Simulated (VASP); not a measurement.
Runs of VASP 6.6.1 on BiO4. The structure is that of space group Im-3m (No. 229), or close to it. The cells are those of the table. 

```tsv
task	cell	k mesh	cutoff (eV)	gap on the mesh (eV)	pressure (GPa)	relaxed volume (Å³/atom)
relaxation of cell and atoms	relaxed from a = 4.414 Å, angles 109.5°, 5 atoms	10 × 10 × 10	600	none	-0.1	(a)
single point	a = 4.428 Å, angles 109.5°, 5 atoms	4 × 4 × 4	520	none	0.2	-
single point	a = 4.414 Å, angles 109.5°, 5 atoms	6 × 6 × 6	520	none	0.2	-
relaxation of cell and atoms	relaxed from a = 4.428 Å, angles 109.5°, 5 atoms	6 × 6 × 6	600	none	0.3	13.21
single point	a = 4.416 Å, angles 109.5°, 5 atoms	10 × 10 × 10	520	none	0.3	-
```

Alike in all rows: level PBE; potentials or basis VASP PAW PBE potentials, release 64 (Bi_d, O); no spin polarisation; smearing gaussian 0.1 eV.

Task: Fill in the values left out.

Result: (a) 13.29.

Caveats: some runs use coarse meshes; spin-orbit coupling is left out, which moves the levels of the heavy elements; an odd number of electrons without spin polarisation forces a metal; a magnetic or distorted state may lie lower.

A k mesh can miss the band edges, and the runs leave out spin-orbit coupling on Bi.

A gap of «none» marks levels without a gap at the run's occupations.
